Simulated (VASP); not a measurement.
A run of VASP 6.6.1 is set up as follows.

Contents of INCAR:

```
SYSTEM = Ta3AsAu2O13
PREC = Accurate
ENCUT = 520
EDIFF = 1E-6
ISMEAR = -1
SIGMA = 0.05
LREAL = Auto
LASPH = .TRUE.
NELM = 80
ALGO = Normal
ISIF = 2
LWAVE = .FALSE.
LCHARG = .TRUE.
GGA = B5
ALDAX = 1.0
AGGAX = 1.0
AGGAC = 1.0
ALDAC = 0.0
LELF = .TRUE.
LVHAR = .TRUE.
NBANDS = 84
```

Contents of KPOINTS:

```
regular mesh
0
G
  3 3 3
  0 0 0
```

File POSCAR:

```
Ta3AsAu2O13
1.0
    5.2947878200      3.0569454778      4.2142152823
   -5.2947878200      3.0569454778      4.2142152823
    0.0000000000     -6.1138960418      4.2142115927
Ta As Au O
3 1 2 13
Direct
    0.2313049527      0.5720253053      0.2313049527
    0.2313049527      0.2313049527      0.5720253053
    0.5720253053      0.2313049527      0.2313049527
    0.5569390474      0.5569390474      0.5569390474
    0.9646675816      0.9646675816      0.9646675816
    0.7498912935      0.7498912935      0.7498912935
    0.4075486708      0.6657778441      0.4075486708
    0.4075486708      0.4075486708      0.6657778441
    0.6657778441      0.4075486708      0.4075486708
    0.4982965370      0.0138932141      0.3603264024
    0.3603264024      0.4982965370      0.0138932141
    0.0138932141      0.3603264024      0.4982965370
    0.3603264024      0.0138932141      0.4982965370
    0.0138932141      0.4982965370      0.3603264024
    0.4982965370      0.3603264024      0.0138932141
    0.1112959995      0.7478939795      0.1112959995
    0.1112959995      0.1112959995      0.7478939795
    0.7478939795      0.1112959995      0.1112959995
    0.3096233953      0.3096233953      0.3096233953
```

Potentials or basis: VASP PAW PBE potentials, release 64 (Ta_pv, As, Au, O).

Command:

```bash
$ cat potpaw_PBE.64/Ta_pv/POTCAR potpaw_PBE.64/As/POTCAR potpaw_PBE.64/Au/POTCAR potpaw_PBE.64/O/POTCAR > POTCAR
$ mpirun -np 1 vasp_std > vasp.out
```

Question: What does it give for the largest force?

Answer: 0.319 eV/Å.

Question: Predict the band gap on the k mesh.

Answer: 0.98 eV, indirect (least direct gap 1.02 eV).

Question: What does it give for the pressure?

Answer: 0.9 GPa.

Stress tensor (GPa, compression positive):
```
1.04 0.00 0.00
0.00 1.04 0.00
0.00 0.00 0.57
```

Caveat: the PAW data sets were made with another functional, which shifts forces and pressure a little; spin-orbit coupling is left out, which moves the levels of the heavy elements. BLYP gaps usually lie below the measured ones, often by a third to a half.
